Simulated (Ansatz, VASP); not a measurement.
## Two plane-wave programs on Ir

```xyz
1
Lattice="0.0000 1.9270 1.9270 1.9270 0.0000 1.9270 1.9270 1.9270 0.0000" Properties=species:S:1:pos:R:3 pbc="T T T"
Ir    0.0000    0.0000    0.0000
```

Alike in both runs: task relaxation of cell and atoms; functional PBEsol; k mesh 18 × 18 × 18; occupations gaussian, width 0.1 eV; no spin polarisation.

|  | VASP | Ansatz |
| --- | --- | --- |
| version | VASP 6.6.1 | Ansatz 0.2.0 |
| potentials or method | VASP PAW PBE potentials, release 64 (Ir), cutoff 600 eV | scalar-relativistic, plane waves, PAW |
| valence electrons in the cell | 9 | 17 |

Ansatz gave:

```
gap on the k mesh at the Fermi level, each at its own relaxed structure (eV) : none
relaxed volume (Å³/atom)                                                     : 14.05
relaxed cell length with the largest relative difference (Å)                 : 2.708
```

Task: Which values does VASP return?

Result: gap on the k mesh at the Fermi level, each at its own relaxed structure (eV): none; relaxed volume (Å³/atom): 14.09; relaxed cell length with the largest relative difference (Å): 2.711.

VASP's potentials were made for PBE, not for PBEsol, and Ansatz warns of the same on its side. A gap of «none» marks a metal or a gap that the smearing closes. VASP's potentials hold 9 valence electrons a cell and Ansatz's 17, so a difference there can come from the potentials and not from the codes.

Spin-orbit coupling is off throughout.
